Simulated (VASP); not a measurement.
Mg4TiN:

```
Mg Ti N
1.0
     4.78941    0.00000    0.00000
    -2.39470    4.14775    0.00000
     0.00000    0.00000    5.37555
Mg Ti N
4 1 1
Direct
  0.33333 0.66667 0.75236
  0.33333 0.66667 0.24764
  0.66667 0.33333 0.75236
  0.66667 0.33333 0.24764
  0.00000 0.00000 0.00000
  0.00000 0.00000 0.50000
```

The cell was built from a structure type or drawn by symmetry, and may not be a known phase.

* Program: VASP 6.6.1
* Task: relaxation of cell and atoms
* Functional: PBE
* Potentials or basis: VASP PAW PBE potentials, release 64 (Mg, Ti_sv, N)
* Cutoff: 600 eV
* k mesh: 6 × 6 × 4
* Occupations: gaussian, width 0.1 eV
* Spin: no spin polarisation

At the start: pressure 0.4 GPa; volume 17.80 Å³/atom.

How do energy, volume and symmetry change on relaxing?

Over 4 steps the energy falls by 2.7 meV/atom and the volume is 17.94 Å³/atom (+0.8 %); space group P6/mmm (No. 191, to 0.1 Å) before and after.

The path:
```tsv
step	energy change (eV)	largest force (eV/Å)	pressure (GPa)	volume (Å³)
1	0.0000	0.0617	0.43	106.79
2	-0.0113	0.0042	0.01	107.53
3	-0.0148	0.0541	-0.37	108.22
4	-0.0162	0.0135	-0.04	107.62
```

Final structure:
```
Mg Ti N
1.0
     4.84767    0.00000    0.00000
    -2.42383    4.19820    0.00000
     0.00000    0.00000    5.28796
Mg Ti N
4 1 1
Direct
  0.33333 0.66667 0.75175
  0.33333 0.66667 0.24825
  0.66667 0.33333 0.75175
  0.66667 0.33333 0.24825
  0.00000 0.00000 0.00000
  0.00000 0.00000 0.50000
```
